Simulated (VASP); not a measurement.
# Al2Cu (I4/mmm) in VASP: a series of runs

Al2Cu is run at these levels: r2SCAN; tasks: single point.

All numbers are computed with VASP 6.6.1; they aren't measurements. Logs are shortened: lines on timing, memory, paths and dates and some standing lists are left out, and cuts for length are marked.

## 1. The cell of the first run

It takes space group I4/mmm (No. 139, tetragonal). The conventional cell has a = 3.811 Å, b = 3.811 Å, c = 5.941 Å, α = 90.00°, β = 90.00°, γ = 90.00°. Al (site symmetry -4m2) has 4 Cu at 2.42 Å and 6 Al at 2.70 to 2.97 Å within 3.2 Å. Cu (site symmetry 4/mmm) has 8 Al at 2.42 Å within 3.2 Å.

## 2. Single point, r2SCAN (biaxial strain in the a-b plane: -6.0 %)

POSCAR reads:

```
Al2Cu
1.0
    2.6950490920      2.6950490920      0.0000000000
   -2.6950490920      2.6950490920      0.0000000000
    0.0000000000      0.0000000000      5.9405762964
Al Cu
4 2
Direct
    0.5000000000      0.0000000000      0.2500000000
    0.0000000000      0.5000000000      0.2500000000
    0.0000000000      0.5000000000      0.7500000000
    0.5000000000      0.0000000000      0.7500000000
    0.0000000000      0.0000000000      0.5000000000
    0.5000000000      0.5000000000      0.0000000000
```

INCAR.step1 reads:

```
  PREC = Accurate
  ENCUT = 520
  ISMEAR = 0
  SIGMA = 0.1
  LREAL = False
  LASPH = True
  NELM = 80
  NBANDS = 26
  GGA = PE
  ALGO = Normal
  EDIFF = 1E-4
  LWAVE = True
  LCHARG = False
```

INCAR.step2 reads:

```
  PREC = Accurate
  ENCUT = 520
  EDIFF = 1E-6
  ISMEAR = 0
  SIGMA = 0.1
  LREAL = False
  LASPH = True
  NELM = 80
  ALGO = Normal
  ISIF = 2
  LWAVE = False
  LCHARG = False
  METAGGA = R2SCAN
  LMIXTAU = True
  NBANDS = 26
  ISTART = 1
```

KPOINTS reads:

```
Automatic mesh
0
Gamma
  10 10 6
```

Potentials or basis: VASP PAW PBE potentials, release 64 (Al, Cu).

On the command line:

```sh
> cat potpaw_PBE.64/Al/POTCAR potpaw_PBE.64/Cu/POTCAR > POTCAR
> cp INCAR.step1 INCAR
> mpirun -np 1 vasp_std > vasp.out
> cp INCAR.step2 INCAR
> mpirun -np 1 vasp_std > vasp.out
```

OUTCAR:

```text
PREC = Accurate
   ENCUT = 520
   EDIFF = 1E-6
   ISMEAR = 0
   LREAL = False
   LASPH = True
   NELM = 80
   ISIF = 2
   METAGGA = R2SCAN
   ISTART = 1

 ion  position               nearest neighbor table
   1  0.500  0.000  0.250-   5 2.42   6 2.42   6 2.42   5 2.42   2 2.70   2 2.70   2 2.70   2 2.70
                             4 2.97   4 2.97
   2  0.000  0.500  0.250-   5 2.42   6 2.42   5 2.42   6 2.42   1 2.70   1 2.70   1 2.70   1 2.70
                             3 2.97   3 2.97
   3  0.000  0.500  0.750-   5 2.42   6 2.42   5 2.42   6 2.42   4 2.70   4 2.70   4 2.70   4 2.70
                             2 2.97   2 2.97
   4  0.500  0.000  0.750-   5 2.42   6 2.42   6 2.42   5 2.42   3 2.70   3 2.70   3 2.70   3 2.70
                             1 2.97   1 2.97
   5  0.000  0.000  0.500-   1 2.42   2 2.42   3 2.42   4 2.42   2 2.42   3 2.42   1 2.42   4 2.42

   6  0.500  0.500  0.000-   1 2.42   2 2.42   3 2.42   4 2.42   1 2.42   4 2.42   2 2.42   3 2.42

  LATTYP: Found a simple tetragonal cell.
 ALAT       =     3.8113749772
 C/A-ratio  =     1.5586438836

  Lattice vectors:

 A1 = (   2.6950490920,   2.6950490920,   0.0000000000)
 A2 = (  -2.6950490920,   2.6950490920,   0.0000000000)
 A3 = (   0.0000000000,   0.0000000000,   5.9405762964)

Analysis of symmetry for initial positions (statically):
=====================================================================
 Subroutine PRICEL returns following result:

  LATTYP: Found a body centered tetragonal cell.
 ALAT       =     3.8113749772
 C/A-ratio  =     1.5586438836

  Lattice vectors:

 A1 = (   2.6950490920,   0.0000000000,  -2.9702881482)
 A2 = (  -2.6950490920,   0.0000000000,  -2.9702881482)
 A3 = (   0.0000000000,   2.6950490920,   2.9702881482)

   2 primitive cells build up your supercell.

 Routine SETGRP: Setting up the symmetry group for a
 simple tetragonal supercell.

 Subroutine GETGRP returns: Found 16 space group operations
 (whereof 16 operations were pure point group operations)
 out of a pool of 16 trial point group operations.

The static configuration has the point symmetry D_4h.

Analysis of symmetry for dynamics (positions and initial velocities):
=====================================================================
 Subroutine PRICEL returns following result:

  LATTYP: Found a body centered tetragonal cell.
 ALAT       =     3.8113749772
 C/A-ratio  =     1.5586438836

[... 117 lines left out ...]
   EDIFF  = 0.1E-05   stopping-criterion for ELM
   LREAL  =      F    real-space projection
   EDIFFG = 0.1E-04   stopping-criterion for IOM
   NSW    =      0    number of steps for IOM
   IBRION =     -1    ionic relax: 0-MD 1-quasi-New 2-CG
   NFREE  =      0    steps in history (QN), initial steepest desc. (CG)
   ISIF   =      2    stress and relaxation
   ISYM   =      2    0-nonsym 1-usesym 2-fastsym
   POTIM  = 0.5000    time-step for ionic-motion
   TEBEG  =    0.0;   TEEND  =   0.0 temperature during run
   PSTRESS=    0.0 pullay stress
   NELECT =      34.0000    total number of electrons
   NUPDOWN=      -1.0000    fix difference up-down
   EMIN   =  10.00;   EMAX   =-10.00  energy-range for DOS
   EFERMI =   0.00;   METHOD = LEGACY
   ISMEAR =     0;   SIGMA  =   0.10  broadening in eV -4-tet -1-fermi 0-gaus
   EFERMI_NEDOS =   21; number of points for ismear=-14 and -15
   IALGO  =     38    algorithm
   IMIX   =      4    mixing-type and parameters
     AMIX     =   0.40;   BMIX     =  1.00
     AMIX_MAG =   1.60;   BMIX_MAG =  1.00
  volume/ion in A,a.u.               =      14.38        97.06
  Fermi-wavevector in a.u.,A,eV,Ry     =   1.200155  2.267963 19.597435  1.440371
  Thomas-Fermi vector in A             =   2.335998
   LORBIT       =      0    0 simple, 1 ext, 2 COOP (PROOUT), +10 PAW based schemes
   METAGGA = R2SCAN    functional components
   LHFCALC =     F    Hartree Fock is set to
   AEXX    =    0.0000 exact exchange contribution
   IVDW    =     0    specifies the selected vdW correction
   LEPSILON=     F    determine dielectric tensor
   LRPA    =     F    only Hartree local field effects (RPA)
 non-spin polarized calculation
 Gauss-broadening in eV      SIGMA  =   0.10
  energy-cutoff  :      520.00
  volume of cell :       86.30
 maximum number of plane-waves:      2350
   NGX = 15   NGY = 15   NGZ = 23

 number of electron      33.9999964 magnetization

 Free energy of the ion-electron system (eV)
  ---------------------------------------------------
  ext. energy  EPLUGINS =         0.00000000
  ---------------------------------------------------
  free energy    TOTEN  =       -49.37163827 eV

  energy without entropy =      -49.36278598  energy(sigma->0) =      -49.36721213

 E-fermi :   7.9428     XC(G=0): -11.6308

 val. band max:        7.9157427100   @ k =   0.3000   0.1000   0.1667
 cond. band min:       7.9514403374   @ k =   0.3000   0.2000   0.5000
 fundamental gap:      0.0356976274
 Fermi energy:         7.9428220083

 k-point     1 :       0.0000    0.0000    0.0000
  band No.  band energies     occupation
      1      -3.4272      2.00000
      2       0.4282      2.00000
      3       1.2254      2.00000
      4       2.5302      2.00000
      5       2.8504      2.00000
      6       2.8504      2.00000
[... 685 lines left out ...]
     25      14.3678      0.00000
     26      15.2387      0.00000

 [... further k-points ...]

------------------------ aborting loop because EDIFF is reached ----------------------------------------

  FORCE on cell =-STRESS in cart. coord.  units (eV):
  Direction    XX          YY          ZZ          XY          YZ          ZX
  --------------------------------------------------------------------------------------
  -------------------------------------------------------------------------------------
  Total        7.9935131      7.9935131      2.8699311      0.0000000      0.0000000     -0.0000000
  in kB      148.4076680    148.4076680     53.2831778      0.0000000      0.0000000     -0.0000000
  external PRESSURE =     116.6995046 kB  Pullay stress =       0.0000000 kB

 VOLUME and BASIS-vectors are now :
 -----------------------------------------------------------------------------
  energy-cutoff  :      520.00
  volume of cell :       86.30
      direct lattice vectors                 reciprocal lattice vectors
     2.695049092  2.695049092  0.000000000     0.185525377  0.185525377  0.000000000
    -2.695049092  2.695049092  0.000000000    -0.185525377  0.185525377  0.000000000
     0.000000000  0.000000000  5.940576296     0.000000000  0.000000000  0.168333837

 POSITION                                       TOTAL-FORCE (eV/Angst)
 -----------------------------------------------------------------------------------
      1.34752      1.34752      1.48514         0.000000     -0.000000     -0.000000
     -1.34752      1.34752      1.48514         0.000000     -0.000000     -0.000000
     -1.34752      1.34752      4.45543         0.000000     -0.000000     -0.000000
      1.34752      1.34752      4.45543         0.000000     -0.000000      0.000000
      0.00000      0.00000      2.97029         0.000000     -0.000000      0.000000
      0.00000      2.69505      0.00000        -0.000000      0.000000      0.000000
 -----------------------------------------------------------------------------------
    total drift:                               -0.000000      0.000000      0.000000

  FREE ENERGIE OF THE ION-ELECTRON SYSTEM (eV)
  ---------------------------------------------------
  free  energy   TOTEN  =       -49.3716382742 eV

  energy  without entropy=      -49.3627859815  energy(sigma->0) =      -49.36721213
```

OUTCAR.step1:

```text
PREC = Accurate
   ENCUT = 520
   ISMEAR = 0
   LREAL = False
   LASPH = True
[... 953 lines left out ...]
     -1.34752      1.34752      4.45543         0.000000     -0.000000     -0.000000
      1.34752      1.34752      4.45543         0.000000     -0.000000     -0.000000
      0.00000      0.00000      2.97029        -0.000000      0.000000      0.000000
      0.00000      2.69505      0.00000         0.000000     -0.000000      0.000000
 -----------------------------------------------------------------------------------
    total drift:                               -0.000000      0.000000      0.000000

  FREE ENERGIE OF THE ION-ELECTRON SYSTEM (eV)
  ---------------------------------------------------
  free  energy   TOTEN  =       -22.8863722138 eV

  energy  without entropy=      -22.8770697090  energy(sigma->0) =      -22.88172096
```

Run time: 14 min. Hardware: 1 thread of Intel Xeon 8259CL, shared host; peak memory 0.3 GiB.

What came out:

```
Free energy            : -49.3716 eV
Pressure               : 11.7 GPa
Band gap on the k mesh : zero (bands 17 and 18 overlap by 4.98 eV)
```

Stress tensor (GPa, compression positive):
```
14.84  0.00  0.00
 0.00 14.84  0.00
 0.00  0.00  5.33
```

Caveat: the cell differs from its parent crystal (biaxial strain in the a-b plane: -6.0 %); the stress differs along the axes, from 5 to 15 GPa; the PAW data sets were made with another functional, which shifts forces and pressure a little.

## 3. Single point, r2SCAN (biaxial strain in the a-b plane: -6.0 %, then relaxed in part)

POSCAR, as its differences from that of step 2:

```diff
@@ -4,3 +4,3 @@
    -2.6950490920      2.6950490920      0.0000000000
-    0.0000000000      0.0000000000      5.9405762964
+    0.0000000000      0.0000000000      6.1119913808
 Al Cu
```

INCAR.step1 reads:

```
SYSTEM = Al2Cu
ALGO = Normal ; EDIFF = 1E-4
ENCUT = 520 ; GGA = PE
ISMEAR = 0 ; LASPH = .True.
LCHARG = .False. ; LREAL = .False.
LWAVE = .True. ; NBANDS = 26
NELM = 100 ; PREC = Accurate
SIGMA = 0.1
```

INCAR.step2 reads:

```
SYSTEM = Al2Cu
ALGO = Normal ; EDIFF = 1E-7
ENCUT = 520 ; ISIF = 2
ISMEAR = 0 ; ISTART = 1
LASPH = .True. ; LCHARG = .False.
LMIXTAU = .True. ; LREAL = .False.
LWAVE = .False. ; METAGGA = R2SCAN
NBANDS = 26 ; NELM = 100
PREC = Accurate ; SIGMA = 0.1
```

KPOINTS reads:

```
k-points
0
Gamma
  10 10 6
  0 0 0
```

Potentials or basis: VASP PAW PBE potentials, release 64 (Al, Cu).

On the command line:

```sh
> cat potpaw_PBE.64/Al/POTCAR potpaw_PBE.64/Cu/POTCAR > POTCAR
> cp INCAR.step1 INCAR
> mpirun -np 1 vasp_std > vasp.out
> cp INCAR.step2 INCAR
> mpirun -np 1 vasp_std > vasp.out
```

It took 12 min on 1 thread of Intel Xeon 8259CL, shared host; peak memory 0.3 GiB.

It converged, with:

* Free energy: -49.4113 eV
* Pressure: 7.7 GPa
* Band gap on the k mesh: zero (bands 17 and 18 overlap by 5.10 eV)

Stress tensor (GPa, compression positive):
```
11.65  0.00  0.00
 0.00 11.65  0.00
 0.00  0.00 -0.14
```

Levels at points of the mesh, in eV from the Fermi level:
```tsv
k point	band 14	band 15	band 16	band 17	band 18	band 19	band 20	band 21
(0.00, 0.00, 0.00)	-1.53	-1.53	2.06	2.29	2.31	2.96	2.96	3.54
(0.50, 0.00, 0.00)	-3.26	-3.24	-3.24	1.17	1.17	3.92	3.92	4.72
(0.50, 0.50, 0.00)	-3.75	-2.92	-2.92	-1.94	-1.94	0.38	0.38	1.62
(0.00, 0.00, 0.50)	-1.66	-0.14	-0.14	-0.14	-0.14	2.74	2.74	2.93
(0.50, 0.00, 0.50)	-4.06	-0.04	-0.04	1.36	1.36	2.38	2.38	3.69
(0.50, 0.50, 0.50)	-3.70	-3.70	-3.70	-2.79	-2.79	3.94	3.94	3.94
```

Caveat: the cell differs from its parent crystal (biaxial strain in the a-b plane: -6.0 %, then relaxed in part); the stress differs along the axes, from -0 to 12 GPa; the PAW data sets were made with another functional, which shifts forces and pressure a little.

## 4. Single point, r2SCAN (biaxial strain in the a-b plane: -4.0 %)

POSCAR, as its differences from that of step 3:

```diff
@@ -2,5 +2,5 @@
 1.0
-    2.6950490920      2.6950490920      0.0000000000
-   -2.6950490920      2.6950490920      0.0000000000
-    0.0000000000      0.0000000000      6.1119913808
+    2.7523905621      2.7523905621      0.0000000000
+   -2.7523905621      2.7523905621      0.0000000000
+    0.0000000000      0.0000000000      5.8717665324
 Al Cu
```

INCAR.step1 reads:

```
SYSTEM = Al2Cu
  PREC = Accurate
  ENCUT = 520
  ISMEAR = 0
  SIGMA = 0.1
  LREAL = .False.
  LASPH = .True.
  NELM = 80
  NBANDS = 26
  GGA = PE
  ALGO = Normal
  EDIFF = 1E-4
  LWAVE = .True.
  LCHARG = .False.
```

INCAR.step2 reads:

```
SYSTEM = Al2Cu
  PREC = Accurate
  ENCUT = 520
  EDIFF = 1E-6
  ISMEAR = 0
  SIGMA = 0.1
  LREAL = .False.
  LASPH = .True.
  NELM = 80
  ALGO = Normal
  ISIF = 2
  LWAVE = .False.
  LCHARG = .False.
  METAGGA = R2SCAN
  LMIXTAU = .True.
  NBANDS = 26
  ISTART = 1
```

KPOINTS reads:

```
Automatic mesh
0
Gamma
  10 10 6
  0 0 0
```

On the command line:

```sh
> cat potpaw_PBE.64/Al/POTCAR potpaw_PBE.64/Cu/POTCAR > POTCAR
> cp INCAR.step1 INCAR
> mpirun -np 1 vasp_std > vasp.out
> cp INCAR.step2 INCAR
> mpirun -np 1 vasp_std > vasp.out
```

Run time: 12 min. Hardware: 1 thread of Intel Xeon 8259CL, shared host; peak memory 0.32 GiB.

It converged, with:

* Free energy: -49.6260 eV
* Pressure: 7.1 GPa
* Band gap on the k mesh: zero (bands 17 and 18 overlap by 4.76 eV)

Stress tensor (GPa, compression positive):
```
9.52 0.00 0.00
0.00 9.52 0.00
0.00 0.00 2.20
```

Levels at points of the mesh, in eV from the Fermi level:
| k point | band 15 | band 16 | band 17 | band 18 | band 19 | band 20 |
| --- | --- | --- | --- | --- | --- | --- |
| (0.00, 0.00, 0.00) | -1.93 | 1.39 | 1.98 | 2.65 | 3.07 | 3.07 |
| (0.50, 0.00, 0.00) | -3.12 | -3.12 | 0.71 | 0.71 | 3.38 | 3.38 |
| (0.50, 0.50, 0.00) | -2.65 | -2.65 | -2.16 | -2.16 | 0.52 | 0.52 |
| (0.00, 0.00, 0.50) | -0.43 | -0.43 | -0.43 | -0.43 | 2.10 | 2.10 |
| (0.50, 0.00, 0.50) | 0.24 | 0.24 | 0.93 | 0.93 | 2.83 | 2.83 |
| (0.50, 0.50, 0.50) | -3.85 | -3.85 | -2.78 | -2.78 | 4.26 | 4.26 |

Caveat: the cell differs from its parent crystal (biaxial strain in the a-b plane: -4.0 %); the stress differs along the axes, from 2 to 10 GPa; the PAW data sets were made with another functional, which shifts forces and pressure a little.

## 5. Overview

```csv
cell,gap on the mesh (eV),pressure (GPa)
"a = 3.811, b = 3.811, c = 5.941 Å, 6 atoms",none,11.7
"a = 3.811, b = 3.811, c = 6.112 Å, 6 atoms",none,7.7
"a = 3.892, b = 3.892, c = 5.872 Å, 6 atoms",none,7.1
```

Alike in all rows: task single point; level r2SCAN; potentials or basis VASP PAW PBE potentials, release 64 (Al, Cu); no spin polarisation; k mesh 10 × 10 × 6; cutoff (eV) 520; smearing gaussian 0.1 eV.

Caveats: the PAW data sets were made with another functional, which shifts forces and pressure a little; the stress differs along the axes, from 5 to 15 GPa (at least some runs); the stress differs along the axes, from -0 to 12 GPa (at least some runs); the stress differs along the axes, from 2 to 10 GPa (at least some runs).

Absolute energies hang on the potentials; compare differences alone.

The gap in the log of VASP goes by the Fermi energy; the results here count the filled bands.